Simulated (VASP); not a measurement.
Here is a VASP 6.6.1 calculation.

File POSCAR:

```
Nb
1.0
    1.6568912004     -5.2559992761      0.0000000000
    1.6568912004      5.2559992761      0.0000000000
    0.0000000000      0.0000000000      4.3850051104
Nb
4
Direct
    0.0980000000      0.9020000000      0.9100000000
    0.5980000000      0.4020000000      0.5900000000
    0.9020000000      0.0980000000      0.0900000000
    0.4020000000      0.5980000000      0.4100000000
```

The input INCAR.step1:

```
SYSTEM = Nb
PREC = Accurate
ENCUT = 520
ISMEAR = 0
SIGMA = 0.1
LREAL = .FALSE.
LASPH = .TRUE.
NELM = 60
NBANDS = 34
GGA = PE
ALGO = Normal
EDIFF = 1E-4
LWAVE = .TRUE.
LCHARG = .FALSE.
```

INCAR.step2

```
SYSTEM = Nb
PREC = Accurate
ENCUT = 520
EDIFF = 1E-6
ISMEAR = 0
SIGMA = 0.1
LREAL = .FALSE.
LASPH = .TRUE.
NELM = 60
ALGO = Normal
ISIF = 2
LWAVE = .FALSE.
LCHARG = .FALSE.
METAGGA = R2SCAN
LMIXTAU = .TRUE.
NBANDS = 34
ISTART = 1
```

File KPOINTS:

```
Automatic mesh
0
G
  6 6 4
  0 0 0
```

Potentials or basis: VASP PAW PBE potentials, release 64 (Nb_sv).

Command:

```bash
$ cat potpaw_PBE.64/Nb_sv/POTCAR > POTCAR
$ cp INCAR.step1 INCAR
$ mpirun -np 1 vasp_std > vasp.out
$ cp INCAR.step2 INCAR
$ mpirun -np 1 vasp_std > vasp.out
```

What does it give for the pressure?

39.5 GPa.

What does it give for the band gap on the k mesh?

Zero (band 26 reaches 11.17 eV, above the bottom of band 27 at 9.68 eV).

Estimate the largest force.

8.261 eV/Å.

Forces on the atoms (eV/Å):
```
Nb   0.000 -5.843  5.839
Nb   0.000 -5.843 -5.839
Nb   0.000  5.843 -5.839
Nb   0.000  5.843  5.839
```

Caveat: the PAW data sets were made with another functional, which shifts forces and pressure a little.
